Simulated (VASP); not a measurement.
A run of VASP 6.6.1 is set up as follows.

The input INCAR:

```
SYSTEM = C
  PREC = Accurate
  ENCUT = 520
  EDIFF = 1E-7
  ISMEAR = 0
  SIGMA = 0.05
  LREAL = Auto
  LASPH = .True.
  NELM = 80
  ALGO = Normal
  ISIF = 2
  LWAVE = .False.
  LCHARG = .False.
  GGA = PS
  NBANDS = 43
```

The input KPOINTS:

```
Automatic mesh
0
Gamma
  6 6 6
  0 0 0
```

The input POSCAR:

```
C
1.0
    0.0000000000      3.5537981836     -3.5537981836
   -3.5537981836      0.0000000000     -3.5537981836
   -3.5537981836      3.5537981836      0.0000000000
C
15
Direct
    0.2500000000      0.7500000000      0.2500000000
    0.7500000000      0.2500000000      0.2500000000
    0.2500000000      0.2500000000      0.2500000000
    0.7500000000      0.7500000000      0.7500000000
    0.2500000000      0.7500000000      0.7500000000
    0.7500000000      0.2500000000      0.7500000000
    0.2500000000      0.2500000000      0.7500000000
    0.8750000000      0.3750000000      0.3750000000
    0.3750000000      0.3750000000      0.3750000000
    0.9085386275      0.9085386275      0.1672977450
    0.3750000000      0.8750000000      0.3750000000
    0.8750000000      0.3750000000      0.8750000000
    0.3750000000      0.3750000000      0.8750000000
    0.8750000000      0.8750000000      0.8750000000
    0.3750000000      0.8750000000      0.8750000000
```

Potentials or basis: VASP PAW PBE potentials, release 64 (C).

Launch:

```sh
$ cat potpaw_PBE.64/C/POTCAR > POTCAR
$ mpirun -np 1 vasp_std > vasp.out
```

Task: What does it give for the pressure?

Result: -3.1 GPa.

Task: Predict the band gap on the k mesh.

Result: Zero (bands 30 and 31 overlap by 1.19 eV).

Stress tensor (GPa, compression positive):
```
 -9.51   9.72 -17.89
  9.72  -9.51  17.89
-17.89  17.89   9.81
```

Caveat: the cell differs from its parent crystal (atoms taken out, atom 10 moved 0.375 of the way to it and -0.700 Å across, host rigid); the PAW data sets were made with another functional, which shifts forces and pressure a little.
